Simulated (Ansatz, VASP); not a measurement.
## BaO in VASP and in Ansatz

```xyz
2
Lattice="0.0000 2.7643 2.7643 2.7643 0.0000 2.7643 2.7643 2.7643 0.0000" Properties=species:S:1:pos:R:3 pbc="T T T"
Ba    0.0000    0.0000    0.0000
O     2.7643    2.7643    2.7643
```

Alike in both runs: functional PBE; dispersion D3(BJ); k mesh 8 × 8 × 8; occupations gaussian, width 0.02 eV; no spin polarisation.

Ansatz relaxed the structure, and its values are those at the end. VASP's run is a single point on that final structure, the one shown.

|  | VASP | Ansatz |
| --- | --- | --- |
| version | VASP 6.6.1 | Ansatz 0.2.0 |
| potentials or method | VASP PAW PBE potentials, release 64 (Ba_sv, O), cutoff 600 eV | scalar-relativistic, plane waves, PAW |
| valence electrons in the cell | 16 | 16 |

VASP gave:

| Item | Value |
| --- | --- |
| gap on the k mesh at the Fermi level (eV) | 1.96 |
| least direct gap on the mesh (eV) | 1.96 |
| pressure (GPa) | 1.7 |

Which values does Ansatz return?

gap on the k mesh at the Fermi level (eV): 2.02; least direct gap on the mesh (eV): 2.02; pressure (GPa): 0.0.

Spin-orbit coupling is off throughout.
